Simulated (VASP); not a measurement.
Be:

```
Be
1.0
    -1.12765    1.10586   -1.54359
     3.35802    1.08533   -1.54048
    -1.10712   -3.37615   -1.59957
Be
4
Direct
  0.01923 0.24276 0.73907
  0.48812 0.74820 0.74609
  0.01311 0.75683 0.24456
  0.47954 0.25221 0.27028
```

```yaml
Program: VASP 6.6.1
Task: relaxation of cell and atoms
Functional: PBE
Potentials_or_basis: VASP PAW PBE potentials, release 64 (Be)
Cutoff: 600 eV
k_mesh: 10 × 6 × 6
Occupations: gaussian, width 0.2 eV
Spin: no spin polarisation
```

At the start: pressure 2.0 GPa; volume 7.82 Å³/atom.

Where does the relaxation end?

Over 7 steps the energy falls by 24.6 meV/atom and the volume is 7.88 Å³/atom (+0.7 %); space group P-1 (No. 2, to 0.1 Å) before, Fm-3m (No. 225, to 0.1 Å).

Step by step:
```csv
step,energy change (eV),largest force (eV/Å),pressure (GPa),volume (Å³)
1,0.0000,0.9764,2.02,31.29
2,-0.0785,0.4081,-0.60,31.74
3,-0.0887,0.1724,-1.58,31.97
4,-0.0968,0.0706,-0.34,31.61
5,-0.0976,0.0764,0.22,31.46
6,-0.0984,0.0347,0.07,31.50
7,-0.0986,0.0171,-0.02,31.53
```

Final structure:
```yaml
crystal:
  lattice:
    - [-1.12014, 1.11826, -1.58242]
    - [3.34606, 1.10882, -1.57883]
    - [-1.11075, -3.34570, -1.58151]
  atoms:
    - { symbol: Be, position: [0.00017, 0.24987, 0.75027] }
    - { symbol: Be, position: [0.50019, 0.74979, 0.74953] }
    - { symbol: Be, position: [0.99952, 0.75038, 0.24988] }
    - { symbol: Be, position: [0.50011, 0.24995, 0.25032] }
```
